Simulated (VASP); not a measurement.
Here is a VASP 6.6.1 calculation.

Contents of INCAR:

```
SYSTEM = HfO2
  ALGO = Normal
  EDIFF = 1E-6
  ENCUT = 520
  GGA = PE
  ISIF = 2
  ISMEAR = 0
  LASPH = .True.
  LCHARG = .True.
  LELF = .True.
  LREAL = .False.
  LVHAR = .True.
  LWAVE = .False.
  NBANDS = 31
  NELM = 100
  PREC = Accurate
  SIGMA = 0.1
```

Contents of KPOINTS:

```
k-points
0
Gamma
  6 6 4
  0 0 0
```

POSCAR

```
HfO2
1.0
    3.6067397950     -0.0306561828      0.0443634037
    0.0296823890      3.6014285495      0.0691816466
   -0.0256077033     -0.0829137152      5.2646565203
Hf O
2 4
Direct
    0.5125704889      0.4896685703      0.5017037562
    0.0059658188     -0.0073216730      0.0013161326
    0.0085213769      0.4892751895      0.6945159247
    0.5077715574     -0.0100064717      0.8084126023
    0.4981239804     -0.0091522765      0.3085149036
   -0.0034473443      0.4911830082      0.1943783019
```

Potentials or basis: VASP PAW PBE potentials, release 64 (Hf_pv, O).

The run is started by

```console
$ cat potpaw_PBE.64/Hf_pv/POTCAR potpaw_PBE.64/O/POTCAR > POTCAR
$ mpirun -np 1 vasp_std > vasp.out
```

Task: Estimate the band gap on the k mesh.

Result: 4.65 eV, indirect (least direct gap 4.72 eV).

Task: Predict the largest force.

Result: 0.049 eV/Å.

Task: Estimate the pressure.

Result: -3.1 GPa.

Forces on the atoms (eV/Å):
```
Hf   0.000 -0.001 -0.001
Hf  -0.003  0.000  0.001
O    0.001 -0.002 -0.048
O    0.000  0.002  0.048
O    0.007 -0.001  0.049
O   -0.005  0.002 -0.049
```

Caveat: spin-orbit coupling is left out, which moves the levels of the heavy elements. A k mesh can miss the band edges.
